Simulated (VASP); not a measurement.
**MgS: single point with PBE**

Crystal: MgS.

```
CELL_PARAMETERS angstrom
3.47451 0.00000 0.00000
0.00000 3.47451 0.00000
0.00000 0.00000 3.47451
ATOMIC_POSITIONS crystal
Mg 0.00000 0.00000 0.00000
S 0.50000 0.50000 0.50000
```

- Program: VASP 6.6.1
- Task: single point
- Functional: PBE
- Potentials or basis: VASP PAW PBE potentials, release 64 (Mg, S)
- Cutoff: 520 eV
- k mesh: 6 × 6 × 6
- Occupations: gaussian, width 0.1 eV
- Spin: no spin polarisation
- Dipole correction: no
- Further INCAR settings: ALGO = Normal; EDIFF = 1e-07; NBANDS = 11

```yaml
Pressure: -8.8 GPa
Band_gap_on_the_k_mesh: zero (band 4 reaches 3.61 eV, above the bottom of band 5 at 3.59 eV)
```

Levels at points of the mesh, in eV from the Fermi level:
```tsv
k point	band 1	band 2	band 3	band 4	band 5	band 6	band 7	band 8	band 9
(0.00, 0.00, 0.00)	-12.83	-1.06	-1.06	-1.06	-0.10	4.85	4.85	10.72	10.72
(0.50, 0.00, 0.00)	-12.02	-5.49	-0.46	-0.46	3.19	4.88	7.10	7.10	7.49
(0.50, 0.50, 0.00)	-11.37	-4.02	-4.02	-0.16	0.06	7.26	7.27	7.27	8.99
(0.50, 0.50, 0.50)	-10.80	-2.94	-2.94	-2.94	2.00	2.00	2.00	4.14	14.32
```

It took 16 s on 1 thread of Intel Xeon 6975P-C, on a shared host, peak memory 0.15 GiB.
